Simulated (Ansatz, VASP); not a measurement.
# CdS: VASP beside Ansatz

Contents of INCAR:

```
PREC = Accurate
ENCUT = 520
EDIFF = 1E-6
ISMEAR = -1
SIGMA = 0.15
LREAL = False
LASPH = True
NELM = 80
ALGO = Normal
ISIF = 2
LWAVE = False
LCHARG = False
GGA = RP
NBANDS = 16
```

File KPOINTS:

```
Automatic mesh
0
Gamma
  8 8 8
```

File POSCAR:

```
CdS
1.0
    0.0000000000      3.0142898089      3.0142898089
    3.0142898089      0.0000000000      3.0142898089
    3.0142898089      3.0142898089      0.0000000000
Cd S
1 1
Direct
    0.0000000000      0.0000000000      0.0000000000
    0.7500000000      0.7500000000      0.7500000000
```

The input input.yaml:

```yaml
crystal:
  lattice:
    - [0.0, 3.0142898089, 3.0142898089]
    - [3.0142898089, 0.0, 3.0142898089]
    - [3.0142898089, 3.0142898089, 0.0]
  atoms:
    - { symbol: Cd, position: [0.0, 0.0, 0.0] }
    - { symbol: S, position: [0.75, 0.75, 0.75] }
hamiltonian:
  xc: rpbe
  pseudopotentials: { kind: paw }
kpoints:
  mp_grid: { grid: [8, 8, 8] }
scf:
  occupations: { method: fermi_dirac, width: 0.15 }
output:
  forces: true
  stress: true
  eigenvalues: true
```

Alike in both runs: task single point; functional RPBE; k mesh 8 × 8 × 8; occupations fermi-dirac, width 0.15 eV; no spin polarisation.

|  | VASP | Ansatz |
| --- | --- | --- |
| version | VASP 6.6.1 | Ansatz 0.2.0 |
| potentials or method | VASP PAW PBE potentials, release 64 (Cd, S) | Ansatz PAW |
| plane-wave cutoff (eV) | 520 | 420 |
| valence electrons in the cell | 18 | 26 |

```tsv
	VASP	Ansatz	Ansatz less VASP
gap on the k mesh at the Fermi level (eV)	1.11	1.11	+0.001
least direct gap on the mesh (eV)	1.11	1.11	+0.001
pressure (GPa)	-0.3	-0.5	-0.22
```

VASP's potentials were made for PBE, not for RPBE. VASP's potentials hold 18 valence electrons a cell and Ansatz's 26, so a difference there can come from the potentials and not from the codes.
